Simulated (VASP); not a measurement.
# MgO2 (R-3m) in VASP: notebook

The runs below take MgO2 through single point, with r2SCAN.

Program: VASP 6.6.1. These are calculated values, not measurements. Logs are shortened: lines on timing, memory, paths and dates and some standing lists are left out, and cuts for length are marked.

### Step 1. The cell of the first run

The structure is trigonal, space group R-3m (No. 166). Conventional cell: a = 3.080 Å, b = 3.080 Å, c = 10.260 Å, α = 90.00°, β = 90.00°, γ = 120.00°. Mg (site symmetry -3m) has 6 O at 2.03 Å within 2.7 Å. O (site symmetry 3m) has 1 O at 1.45 Å within 1.9 Å.

### Step 2. Single point, r2SCAN (9.36 Å³/atom)

The input, POSCAR:

```
MgO2
1.0
    1.5397704103      0.8889868608      3.4199090061
   -1.5397704103      0.8889868608      3.4199090061
    0.0000000000     -1.7779737217      3.4199090060
Mg O
1 2
Direct
    0.0000000000      0.0000000000      0.0000000000
    0.4291428786      0.4291428786      0.4291428786
    0.5708571214      0.5708571214      0.5708571214
```

The input, INCAR.step1:

```
SYSTEM = MgO2
ALGO = Normal
EDIFF = 1E-4
ENCUT = 520
GGA = PE
ISMEAR = 0
LASPH = .True.
LCHARG = .False.
LREAL = .False.
LWAVE = .True.
NBANDS = 14
NELM = 80
PREC = Accurate
SIGMA = 0.02
```

The input, INCAR.step2:

```
SYSTEM = MgO2
ALGO = Normal
EDIFF = 1E-6
ENCUT = 520
ISIF = 2
ISMEAR = 0
ISTART = 1
LASPH = .True.
LCHARG = .False.
LMIXTAU = .True.
LREAL = .False.
LWAVE = .False.
METAGGA = R2SCAN
NBANDS = 14
NELM = 80
PREC = Accurate
SIGMA = 0.02
```

The input, KPOINTS:

```
k-points
0
Gamma
  12 12 12
  0 0 0
```

Potentials or basis: VASP PAW PBE potentials, release 64 (Mg, O).

Started as:

```bash
cat potpaw_PBE.64/Mg/POTCAR potpaw_PBE.64/O/POTCAR > POTCAR
cp INCAR.step1 INCAR
mpirun -np 1 vasp_std > vasp.out
cp INCAR.step2 INCAR
mpirun -np 1 vasp_std > vasp.out
```

OUTCAR:

```text
SYSTEM = MgO2
   EDIFF = 1E-6
   ENCUT = 520
   ISIF = 2
   ISMEAR = 0
   ISTART = 1
   LASPH = .True.
   LREAL = .False.
   METAGGA = R2SCAN
   NELM = 80
   PREC = Accurate

 ion  position               nearest neighbor table
   1  0.000  0.000  0.000-   3 2.03   2 2.03   3 2.03   3 2.03   2 2.03   2 2.03
   2  0.429  0.429  0.429-   3 1.45   1 2.03   1 2.03   1 2.03
   3  0.571  0.571  0.571-   2 1.45   1 2.03   1 2.03   1 2.03

  LATTYP: Found a trigonal (rhomboedric) cell.
 ALAT       =     3.8544737858
 COS(alpha) =     0.6808375854

  Lattice vectors:

 A1 = (   1.5397704103,   0.8889868608,   3.4199090061)
 A2 = (  -1.5397704103,   0.8889868608,   3.4199090061)
 A3 = (   0.0000000000,  -1.7779737217,   3.4199090060)

Analysis of symmetry for initial positions (statically):
=====================================================================
 Subroutine PRICEL returns:
 Original cell was already a primitive cell.

 Routine SETGRP: Setting up the symmetry group for a
 trigonal (rhombohedral) supercell.

 Subroutine GETGRP returns: Found 12 space group operations
 (whereof 12 operations were pure point group operations)
 out of a pool of 12 trial point group operations.

The static configuration has the point symmetry D_3d.

Analysis of symmetry for dynamics (positions and initial velocities):
=====================================================================
 Subroutine PRICEL returns:
 Original cell was already a primitive cell.

 Routine SETGRP: Setting up the symmetry group for a
 trigonal (rhombohedral) supercell.

 Subroutine GETGRP returns: Found 12 space group operations
 (whereof 12 operations were pure point group operations)
 out of a pool of 12 trial point group operations.

The dynamic configuration has the point symmetry D_3d.

 Subroutine INISYM returns: Found 12 space group operations
 (whereof 12 operations are pure point group operations),
 and found     1 'primitive' translations

----------------------------------------------------------------------------------------

                                     Primitive cell

  volume of cell :      28.0878

  direct lattice vectors                    reciprocal lattice vectors
     1.539770410  0.888986861  3.419909006     0.324723736  0.187479336  0.097468480
    -1.539770410  0.888986861  3.419909006    -0.324723736  0.187479336  0.097468480
     0.000000000 -1.777973722  3.419909006     0.000000000 -0.374958673  0.097468480

  length of vectors
     3.854473786  3.854473786  3.854473786     0.387419812  0.387419812  0.387419812

  position of ions in fractional coordinates (direct lattice)
     0.000000000  0.000000000  0.000000000
     0.429142879  0.429142879  0.429142879
     0.570857121  0.570857121  0.570857121

  ion indices of the primitive-cell ions
   primitive index   ion index
                 1           1
                 2           2
                 3           3

----------------------------------------------------------------------------------------

 KPOINTS: k-points

Automatic generation of k-mesh.
 Grid dimensions read from file:
 generate k-points for:   12   12   12

 Generating k-lattice:

  Cartesian coordinates                     Fractional coordinates (reciprocal lattice)
     0.027060311  0.015623278  0.008122373     0.083333333  0.000000000  0.000000000
    -0.027060311  0.015623278  0.008122373     0.000000000  0.083333333  0.000000000
     0.000000000 -0.031246556  0.008122373    -0.000000000 -0.000000000  0.083333333

  Length of vectors
     0.032284984  0.032284984  0.032284984

  Shift w.r.t. Gamma in fractional coordinates (k-lattice)
     0.000000000  0.000000000  0.000000000

 Subroutine IBZKPT returns following result:
 ===========================================

 Found    189 irreducible k-points:

 Following reciprocal coordinates:
            Coordinates               Weight
  0.000000  0.000000  0.000000      1.000000
  0.083333 -0.000000  0.000000      6.000000
  0.166667 -0.000000 -0.000000      6.000000
  0.250000 -0.000000 -0.000000      6.000000
  0.333333  0.000000  0.000000      6.000000
  0.416667 -0.000000  0.000000      6.000000
[... 16 lines left out ...]
  0.500000  0.166667 -0.000000     12.000000
 -0.416667  0.166667  0.000000     12.000000
 [... further k-points ...]
   k-points           NKPTS =    189   k-points in BZ     NKDIM =    189   number of bands    NBANDS=     14
   number of dos      NEDOS =    301   number of ions     NIONS =      3
   total plane-waves  NPLWV =  27000
   dimension x,y,z NGX =    30 NGY =   30 NGZ =   30
   dimension x,y,z NGXF=    60 NGYF=   60 NGZF=   60
   ions per type =               1   2
   NGX,Y,Z   is equivalent  to a cutoff of  12.94, 12.94, 12.94 a.u.
   NGXF,Y,Z  is equivalent  to a cutoff of  25.88, 25.88, 25.88 a.u.
 SYSTEM =  MgO2
   PREC   = accura    normal or accurate (medium, high low for compatibility)
   ISTART =      1    job   : 0-new  1-cont  2-samecut
   ICHARG =      0    charge: 1-file 2-atom 10-const
   ISPIN  =      1    spin polarized calculation?
   LNONCOLLINEAR =      F non collinear calculations
   LSORBIT =      F    spin-orbit coupling
   LASPH  =      T    aspherical Exc in radial PAW
   ENCUT  =  520.0 eV  38.22 Ry    6.18 a.u.   7.17  7.17  7.17*2*pi/ulx,y,z
   NELM   =     80;   NELMIN=  2; NELMDL=  0     # of ELM steps
   EDIFF  = 0.1E-05   stopping-criterion for ELM
   LREAL  =      F    real-space projection
   EDIFFG = 0.1E-04   stopping-criterion for IOM
   NSW    =      0    number of steps for IOM
   IBRION =     -1    ionic relax: 0-MD 1-quasi-New 2-CG
   NFREE  =      0    steps in history (QN), initial steepest desc. (CG)
   ISIF   =      2    stress and relaxation
   ISYM   =      2    0-nonsym 1-usesym 2-fastsym
   POTIM  = 0.5000    time-step for ionic-motion
   TEBEG  =    0.0;   TEEND  =   0.0 temperature during run
   PSTRESS=    0.0 pullay stress
   NELECT =      14.0000    total number of electrons
   NUPDOWN=      -1.0000    fix difference up-down
   EMIN   =  10.00;   EMAX   =-10.00  energy-range for DOS
   EFERMI =   0.00;   METHOD = LEGACY
   ISMEAR =     0;   SIGMA  =   0.02  broadening in eV -4-tet -1-fermi 0-gaus
   EFERMI_NEDOS =   21; number of points for ismear=-14 and -15
   IALGO  =     38    algorithm
   IMIX   =      4    mixing-type and parameters
     AMIX     =   0.40;   BMIX     =  1.00
     AMIX_MAG =   1.60;   BMIX_MAG =  1.00
  volume/ion in A,a.u.               =       9.36        63.18
  Fermi-wavevector in a.u.,A,eV,Ry     =   1.298011  2.452886 22.923549  1.684833
  Thomas-Fermi vector in A             =   2.429367
   LORBIT       =      0    0 simple, 1 ext, 2 COOP (PROOUT), +10 PAW based schemes
   METAGGA = R2SCAN    functional components
   LHFCALC =     F    Hartree Fock is set to
   AEXX    =    0.0000 exact exchange contribution
   IVDW    =     0    specifies the selected vdW correction
   LEPSILON=     F    determine dielectric tensor
   LRPA    =     F    only Hartree local field effects (RPA)
 non-spin polarized calculation
 Gauss-broadening in eV      SIGMA  =   0.02
  energy-cutoff  :      520.00
  volume of cell :       28.09
 maximum number of plane-waves:       766
 NGX is ok and might be reduce to    30
   NGX = 15   NGY = 15   NGZ = 15

 number of electron      13.9999999 magnetization

 Free energy of the ion-electron system (eV)
  ---------------------------------------------------
  ext. energy  EPLUGINS =         0.00000000
  ---------------------------------------------------
  free energy    TOTEN  =       -21.52632603 eV

  energy without entropy =      -21.52632603  energy(sigma->0) =      -21.52632603

 E-fermi :   3.2376     XC(G=0): -11.2947

 val. band max:        3.1176765188   @ k =   0.5000   0.5000   0.5000
 cond. band min:       6.4502794316   @ k =   0.5000   0.5000   0.5000
 fundamental gap:      3.3326029128
 Fermi energy:         3.2375666730

 k-point     1 :       0.0000    0.0000    0.0000
  band No.  band energies     occupation
      1     -19.9993      2.00000
      2     -12.4274      2.00000
      3      -5.1558      2.00000
      4      -0.6077      2.00000
      5      -0.6077      2.00000
      6       2.1809      2.00000
      7       2.1809      2.00000
      8       9.0025      0.00000
      9       9.1358      0.00000
     10      17.0613      0.00000
     11      18.9970      0.00000
     12      19.5612      0.00000
     13      19.5612      0.00000
     14      22.2017      0.00000

 k-point     2 :       0.0833   -0.0000    0.0000
  band No.  band energies     occupation
      1     -19.9608      2.00000
      2     -12.4494      2.00000
      3      -5.0974      2.00000
      4      -0.8273      2.00000
      5      -0.6384      2.00000
      6       2.1184      2.00000
      7       2.1490      2.00000
      8       9.0136      0.00000
      9       9.4237      0.00000
     10      17.0829      0.00000
     11      18.8120      0.00000
     12      19.1045      0.00000
     13      19.7869      0.00000
     14      21.8321      0.00000

 k-point     3 :       0.1667   -0.0000   -0.0000
  band No.  band energies     occupation
      1     -19.8541      2.00000
      2     -12.5101      2.00000
      3      -4.9377      2.00000
      4      -1.3902      2.00000
      5      -0.7208      2.00000
      6       1.9741      2.00000
      7       2.0628      2.00000
      8       8.9827      0.00000
      9      10.2071      0.00000
     10      17.0440      0.00000
     11      17.6997      0.00000
     12      19.3312      0.00000
     13      20.4461      0.00000
     14      21.0341      0.00000
[... 324 lines left out ...]
 k-point    23 :       0.5000    0.1667   -0.0000
  band No.  band energies     occupation
      1     -19.3546      2.00000
      2     -12.8826      2.00000
      3      -3.8551      2.00000
      4      -3.3105      2.00000
      5      -1.4291      2.00000
      6       1.4142      2.00000
      7       1.9856      2.00000
      8       8.2645      0.00000
      9      13.8657      0.00000
     10      14.9660      0.00000
     11      17.4480      0.00000
     12      19.4798      0.00000
     13      19.8541      0.00000
     14      22.7566      0.00000

 k-point    24 :      -0.4167    0.1667    0.0000
  band No.  band energies     occupation
      1     -19.3391      2.00000
      2     -12.8167      2.00000
      3      -4.0815      2.00000
      4      -3.2021      2.00000
      5      -1.4883      2.00000
      6       1.4867      2.00000
      7       1.7400      2.00000
      8       8.3605      0.00000
      9      13.8955      0.00000
     10      15.2605      0.00000
     11      17.7631      0.00000
     12      19.2275      0.00000
     13      19.7175      0.00000
     14      22.7845      0.00000

 [... further k-points ...]

------------------------ aborting loop because EDIFF is reached ----------------------------------------

  FORCE on cell =-STRESS in cart. coord.  units (eV):
  Direction    XX          YY          ZZ          XY          YZ          ZX
  --------------------------------------------------------------------------------------
  -------------------------------------------------------------------------------------
  Total        1.4561612      1.4561612      1.9451517      0.0000000      0.0000000      0.0000000
  in kB       83.0621005     83.0621005    110.9550177      0.0000000      0.0000000      0.0000000
  external PRESSURE =      92.3597396 kB  Pullay stress =       0.0000000 kB

 VOLUME and BASIS-vectors are now :
 -----------------------------------------------------------------------------
  energy-cutoff  :      520.00
  volume of cell :       28.09
      direct lattice vectors                 reciprocal lattice vectors
     1.539770410  0.888986861  3.419909006     0.324723736  0.187479336  0.097468480
    -1.539770410  0.888986861  3.419909006    -0.324723736  0.187479336  0.097468480
     0.000000000 -1.777973722  3.419909006     0.000000000 -0.374958673  0.097468480

 POSITION                                       TOTAL-FORCE (eV/Angst)
 -----------------------------------------------------------------------------------
      0.00000      0.00000      0.00000        -0.000000      0.000000      0.000000
      0.00000     -0.00000      4.40289         0.000000      0.000000     -0.310606
      0.00000     -0.00000      5.85684         0.000000     -0.000000      0.310606
 -----------------------------------------------------------------------------------
    total drift:                               -0.000000     -0.000000      0.000000

  FREE ENERGIE OF THE ION-ELECTRON SYSTEM (eV)
  ---------------------------------------------------
  free  energy   TOTEN  =       -21.5263260337 eV

  energy  without entropy=      -21.5263260337  energy(sigma->0) =      -21.52632603
```

It took 5 min on 1 thread of Intel Xeon 6975P-C (Granite Rapids), shared host; peak memory 0.22 GiB.

What came out:

```yaml
Free_energy: -21.5263 eV
Pressure: 9.2 GPa
Largest_force: 0.311 eV/Å
Band_gap_on_the_k_mesh: 3.33 eV
```

Forces on the atoms (eV/Å):
```
Mg   0.000  0.000  0.000
O    0.000  0.000 -0.311
O    0.000  0.000  0.311
```

Caveat: the cell stands under pressure; the PAW data sets were made with another functional, which shifts forces and pressure a little. A k mesh can miss the band edges.

### Step 3. Single point, r2SCAN (9.66 Å³/atom)

This run uses another cell than the first one, of 9.66 Å³/atom.

The input, POSCAR:

```
MgO2
1.0
    1.5594487567      0.9003481595      3.4405522187
   -1.5594487567      0.9003481595      3.4405522187
    0.0000000000     -1.8006963190      3.4405522187
Mg O
1 2
Direct
    0.0000000000      0.0000000000      0.0000000000
    0.4291110580      0.4291110580      0.4291110580
    0.5708889420      0.5708889420      0.5708889420
```

INCAR.step1 is that of step 2.

INCAR.step2, as its differences from that of step 2:

```diff
@@ -2,3 +2,3 @@
 ALGO = Normal
-EDIFF = 1E-6
+EDIFF = 1E-7
 ENCUT = 520
```

KPOINTS is that of step 2.

Potentials or basis: VASP PAW PBE potentials, release 64 (Mg, O).

Started as:

```bash
cat potpaw_PBE.64/Mg/POTCAR potpaw_PBE.64/O/POTCAR > POTCAR
cp INCAR.step1 INCAR
mpirun -np 1 vasp_std > vasp.out
cp INCAR.step2 INCAR
mpirun -np 1 vasp_std > vasp.out
```

Wall time 4.6 min (1 thread of Intel Xeon 6975P-C (Granite Rapids), shared host); peak memory 0.22 GiB.

The run converged. Its results:

```
Free energy            : -21.5632 eV
Pressure               : 4.1 GPa
Largest force          : 0.302 eV/Å
Band gap on the k mesh : 3.23 eV
```

Forces in eV/Å, atoms in the order of the input:
```
Mg   0.000  0.000  0.000
O    0.000  0.000 -0.302
O    0.000  0.000  0.302
```

Stress tensor (GPa, compression positive):
```
3.22 0.00 0.00
0.00 3.22 0.00
0.00 0.00 5.88
```

Levels at points of the mesh, in eV from the valence-band top:
| k point | band 4 | band 5 | band 6 | band 7 | band 8 | band 9 | band 10 | band 11 |
| --- | --- | --- | --- | --- | --- | --- | --- | --- |
| (0.00, 0.00, 0.00) | -3.65 | -3.65 | -0.90 | -0.90 | 5.69 | 5.92 | 13.69 | 15.65 |
| (0.50, 0.00, 0.00) | -6.57 | -4.05 | -1.35 | -1.28 | 5.17 | 9.78 | 11.95 | 14.15 |
| (0.50, 0.50, 0.00) | -5.90 | -4.73 | -2.30 | -0.20 | 4.49 | 8.86 | 12.52 | 14.26 |
| (0.50, 0.50, 0.50) | -4.22 | -4.22 | 0.00 | 0.00 | 3.23 | 5.88 | 11.14 | 15.85 |

Caveat: the cell stands under pressure; the PAW data sets were made with another functional, which shifts forces and pressure a little.

### Step 4. Single point, r2SCAN

This run uses another cell than the first one, of 9.66 Å³/atom.

POSCAR is that of step 3.

The input, INCAR.step1:

```
PREC = Accurate ; ENCUT = 520
ISMEAR = 0 ; SIGMA = 0.02
LREAL = F ; LASPH = T
NELM = 60 ; NBANDS = 14
GGA = PE ; ALGO = Normal
EDIFF = 1E-4 ; LWAVE = T
LCHARG = F
```

The input, INCAR.step2:

```
PREC = Accurate ; ENCUT = 520
EDIFF = 1E-6 ; ISMEAR = 0
SIGMA = 0.02 ; LREAL = F
LASPH = T ; NELM = 60
ALGO = Normal ; ISIF = 2
LWAVE = F ; LCHARG = F
METAGGA = R2SCAN ; LMIXTAU = T
NBANDS = 14 ; ISTART = 1
```

The input, KPOINTS:

```
Automatic mesh
0
Gamma
  12 12 12
```

Started as:

```bash
cat potpaw_PBE.64/Mg/POTCAR potpaw_PBE.64/O/POTCAR > POTCAR
cp INCAR.step1 INCAR
mpirun -np 1 vasp_std > vasp.out
cp INCAR.step2 INCAR
mpirun -np 1 vasp_std > vasp.out
```

Run time: 4.7 min. Hardware: 1 thread of Intel Xeon 6975P-C (Granite Rapids), shared host; peak memory 0.22 GiB.

It converged, with:

- Free energy: -21.5632 eV
- Pressure: 4.1 GPa
- Largest force: 0.302 eV/Å
- Band gap on the k mesh: 3.23 eV

Forces on the atoms (eV/Å):
```
Mg   0.000  0.000  0.000
O    0.000  0.000 -0.302
O    0.000  0.000  0.302
```

Stress tensor (GPa, compression positive):
```
3.22 0.00 0.00
0.00 3.22 0.00
0.00 0.00 5.88
```

Levels at points of the mesh, in eV from the valence-band top:
| k point | band 5 | band 6 | band 7 | band 8 | band 9 | band 10 |
| --- | --- | --- | --- | --- | --- | --- |
| (0.00, 0.00, 0.00) | -3.65 | -0.90 | -0.90 | 5.69 | 5.92 | 13.69 |
| (0.50, 0.00, 0.00) | -4.05 | -1.35 | -1.28 | 5.17 | 9.78 | 11.95 |
| (0.50, 0.50, 0.00) | -4.73 | -2.30 | -0.20 | 4.49 | 8.86 | 12.52 |
| (0.50, 0.50, 0.50) | -4.22 | 0.00 | 0.00 | 3.23 | 5.88 | 11.14 |

Caveat: the cell stands under pressure; the PAW data sets were made with another functional, which shifts forces and pressure a little. A k mesh can miss the band edges.

### Step 5. Single point, r2SCAN

This run uses another cell than the first one, of 9.96 Å³/atom.

The input, POSCAR:

```
MgO2
1.0
    1.5784800836      0.9113359012      3.4619470668
   -1.5784800836      0.9113359012      3.4619470668
    0.0000000000     -1.8226718024      3.4619470668
Mg O
1 2
Direct
    0.0000000000      0.0000000000      0.0000000000
    0.4291204726      0.4291204726      0.4291204726
    0.5708795274      0.5708795274      0.5708795274
```

The input, INCAR.step1:

```
ALGO = Normal
EDIFF = 1E-4
ENCUT = 520
GGA = PE
ISMEAR = 0
LASPH = T
LCHARG = F
LREAL = F
LWAVE = T
NBANDS = 14
NELM = 80
PREC = Accurate
SIGMA = 0.02
```

The input, INCAR.step2:

```
ALGO = Normal
EDIFF = 1E-6
ENCUT = 520
ISIF = 2
ISMEAR = 0
ISTART = 1
LASPH = T
LCHARG = F
LMIXTAU = T
LREAL = F
LWAVE = F
METAGGA = R2SCAN
NBANDS = 14
NELM = 80
PREC = Accurate
SIGMA = 0.02
```

The input, KPOINTS:

```
k-points
0
Gamma
  12 12 12
```

Started as:

```bash
cat potpaw_PBE.64/Mg/POTCAR potpaw_PBE.64/O/POTCAR > POTCAR
cp INCAR.step1 INCAR
mpirun -np 1 vasp_std > vasp.out
cp INCAR.step2 INCAR
mpirun -np 1 vasp_std > vasp.out
```

It took 4.1 min on 1 thread of Intel Xeon 6975P-C (Granite Rapids), shared host; peak memory 0.23 GiB.

It converged, with:

```yaml
Free_energy: -21.5733 eV
Pressure: -0.3 GPa
Largest_force: 0.293 eV/Å
Band_gap_on_the_k_mesh: 3.13 eV
```

Forces on the atoms (eV/Å):
```
Mg   0.000  0.000  0.000
O    0.000  0.000 -0.293
O    0.000  0.000  0.293
```

Stress tensor (GPa, compression positive):
```
-1.11  0.00  0.00
 0.00 -1.11  0.00
 0.00  0.00  1.35
```

Levels at points of the mesh, in eV from the valence-band top:
| k point | band 5 | band 6 | band 7 | band 8 | band 9 | band 10 |
| --- | --- | --- | --- | --- | --- | --- |
| (0.00, 0.00, 0.00) | -3.58 | -0.86 | -0.86 | 5.50 | 5.82 | 13.44 |
| (0.50, 0.00, 0.00) | -3.95 | -1.32 | -1.21 | 5.08 | 9.61 | 11.60 |
| (0.50, 0.50, 0.00) | -4.63 | -2.22 | -0.17 | 4.39 | 8.75 | 12.24 |
| (0.50, 0.50, 0.50) | -4.13 | 0.00 | 0.00 | 3.13 | 5.78 | 10.83 |

Caveat: the PAW data sets were made with another functional, which shifts forces and pressure a little.

### Step 6. Overview

| cell | gap on the mesh (eV) | pressure (GPa) | largest force (eV/Å) |
| --- | --- | --- | --- |
| a = 3.854 Å, angles 47.1°, 3 atoms | 3.33 | 9.2 | 0.31 |
| a = 3.883 Å, angles 47.4°, 3 atoms | 3.23 | 4.1 | 0.30 |
| a = 3.912 Å, angles 47.6°, 3 atoms | 3.13 | -0.3 | 0.29 |

Alike in all rows: task single point; level r2SCAN; potentials or basis VASP PAW PBE potentials, release 64 (Mg, O); no spin polarisation; k mesh 12 × 12 × 12; cutoff (eV) 520; smearing gaussian 0.02 eV.

Caveats: the PAW data sets were made with another functional, which shifts forces and pressure a little; the cell stands under pressure (at least some runs).

Total energies depend on the potentials used, so only differences within one code and one set of settings carry meaning.
